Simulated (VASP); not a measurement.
Here is a VASP 6.6.1 calculation.

File POSCAR:

```
ZnS
1.0
    3.8110000000      0.0000000000      0.0000000000
   -1.9055000000      3.3004228138      0.0000000000
    0.0000000000      0.0000000000      6.2340000000
Zn S
2 2
Direct
    0.6666666667      0.3333333333      0.5000000000
    0.3333333333      0.6666666667      0.0000000000
    0.6666666667      0.3333333333      0.8850000000
    0.3333333333      0.6666666667      0.3850000000
```

Contents of INCAR.step1:

```
PREC     = Accurate       # precision mode
ENCUT    = 600            # plane-wave cutoff, eV
EDIFF    = 1E-5           # SCF threshold, eV
ISMEAR   = -1             # smearing method
SIGMA    = 0.05           # smearing width, eV
LREAL    = False          # projectors in reciprocal space
LASPH    = True           # aspherical terms in the spheres
NELM     = 60             # most SCF steps
ALGO     = Normal         # electronic algorithm
LWAVE    = True           # write WAVECAR
LCHARG   = False          # write CHGCAR
GGA      = PE             # functional
NBANDS   = 26             # bands
KPAR     = 4
```

Contents of INCAR.step2:

```
PREC     = Accurate       # precision mode
ENCUT    = 600            # plane-wave cutoff, eV
EDIFF    = 1E-6           # SCF threshold, eV
ISMEAR   = -1             # smearing method
SIGMA    = 0.05           # smearing width, eV
LREAL    = False          # projectors in reciprocal space
LASPH    = True           # aspherical terms in the spheres
NELM     = 60             # most SCF steps
ALGO     = Normal         # electronic algorithm
ISIF     = 3              # what is computed and relaxed
LWAVE    = False          # write WAVECAR
LCHARG   = False          # write CHGCAR
GGA      = PE             # functional
LHFCALC  = True           # exact exchange
AEXX     = 0.25           # exact-exchange fraction
HFSCREEN = 0.3            # screening, 1/A
PRECFOCK = Normal       
IBRION   = 2              # ionic algorithm
NSW      = 60             # ionic steps
EDIFFG   = -0.01          # ionic threshold
ISTART   = 1            
KPAR     = 4
```

The input KPOINTS:

```
regular mesh
0
Gamma
  4 4 3
```

Potentials or basis: VASP PAW PBE potentials, release 64 (Zn, S).

Run with:

```bash
$ cat potpaw_PBE.64/Zn/POTCAR potpaw_PBE.64/S/POTCAR > POTCAR
$ cp INCAR.step1 INCAR
$ mpirun -np 4 vasp_std > vasp.out
$ cp INCAR.step2 INCAR
$ mpirun -np 4 vasp_std > vasp.out
```

What does it give for the space group after relaxing (to 0.1 Å)?

P6_3mc (No. 186).

Predict the relaxed cell.

a = 3.844 Å, b = 3.844 Å, c = 6.278 Å, α = 90.00°, β = 90.00°, γ = 120.00°.

Forces on the atoms (eV/Å):
```
Zn   0.000  0.000 -0.005
Zn   0.000  0.000 -0.005
S    0.000  0.000  0.005
S    0.000  0.000  0.005
```

Caveat: the k points lie up to 0.47 Å⁻¹ apart in the final cell; the PAW data sets were made with another functional, which shifts forces and pressure a little. Zero-point motion and thermal expansion aren't in these numbers.
